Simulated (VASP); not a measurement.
Wanted: the native input for a VASP 6.6.1 run.

```yaml
Task: single point
Functional: LDA
Potentials_or_basis: VASP PAW LDA potentials, release 64 (Mg, O)
Cutoff: 600 eV
k_mesh: 8 × 8 × 8
Occupations: gaussian, width 0.02 eV
Spin: no spin polarisation
Dipole_correction: no
Further_INCAR_settings: ALGO = Normal; EDIFF = 1e-06; NBANDS = 11
```

The structure of MgO lies in POSCAR:

```
MgO
1.0
    0.0000000000      2.3063300250      2.3063300250
    2.3063300250      0.0000000000      2.3063300250
    2.3063300250      2.3063300250      0.0000000000
Mg O
1 1
Direct
    0.0000000000      0.0000000000      0.0000000000
    0.2500000000      0.2500000000      0.2500000000
```

These files were run (other wordings do the same):

INCAR

```
PREC = Accurate
ENCUT = 600
EDIFF = 1E-6
ISMEAR = 0
SIGMA = 0.02
LREAL = False
LASPH = True
NELM = 120
ALGO = Normal
ISIF = 2
LWAVE = False
LCHARG = False
NBANDS = 11
GGA_COMPAT = False
```

KPOINTS

```
regular mesh
0
Gamma
  8 8 8
```

Potentials or basis: VASP PAW LDA potentials, release 64 (Mg, O).

The run is started by

```console
$ cat potpaw_LDA.64/Mg/POTCAR potpaw_LDA.64/O/POTCAR > POTCAR
$ mpirun -np 1 vasp_std > vasp.out
```

It gave:

```json
{
  "Pressure": "-8.4 GPa",
  "Band gap on the k mesh": "3.37 eV"
}
```

Caveat: the cell stands under tension.

Wall time 12 s on 1 thread of Intel(R) Xeon(R) Platinum 8375C CPU @ 2.90GHz (Ice Lake) (shared host), peak memory 0.14 GiB.
